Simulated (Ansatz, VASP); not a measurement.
**Two plane-wave programs on TaAs**

```
Ta As
1.0
    -1.73243    1.73243    5.86695
     1.73243   -1.73243    5.86695
     1.73243    1.73243   -5.86695
Ta As
2 2
Direct
  0.50019 0.00019 0.50000
  0.75019 0.75019 0.00000
  0.08241 0.58241 0.50000
  0.33241 0.33241 0.00000
```

Alike in both runs: functional PBE; k mesh 18 × 18 × 18; occupations fermi-dirac, width 0.15 eV; no spin polarisation.

Ansatz relaxed the structure, and its values are those at the end. VASP's run is a single point on that final structure, the one shown.

```csv
,VASP,Ansatz
version,VASP 6.6.1,Ansatz 0.2.0
potentials or method,"VASP PAW PBE potentials, release 64 (Ta_pv, As)","scalar-relativistic, plane waves, norm-conserving pseudopotentials"
plane-wave cutoff (eV),520,1143
valence electrons in the cell,32,84
```

VASP gave:

```
gap on the k mesh at the Fermi level (eV) : none
pressure (GPa)                            : 0.3
```

**Question.** Estimate Ansatz's values.

**Answer.** gap on the k mesh at the Fermi level (eV): none; pressure (GPa): 0.0.

A gap of «none» marks a metal or a gap that the smearing closes. VASP's potentials hold 32 valence electrons a cell and Ansatz's 84, so a difference there can come from the potentials and not from the codes.

Neither program's run includes spin-orbit coupling.
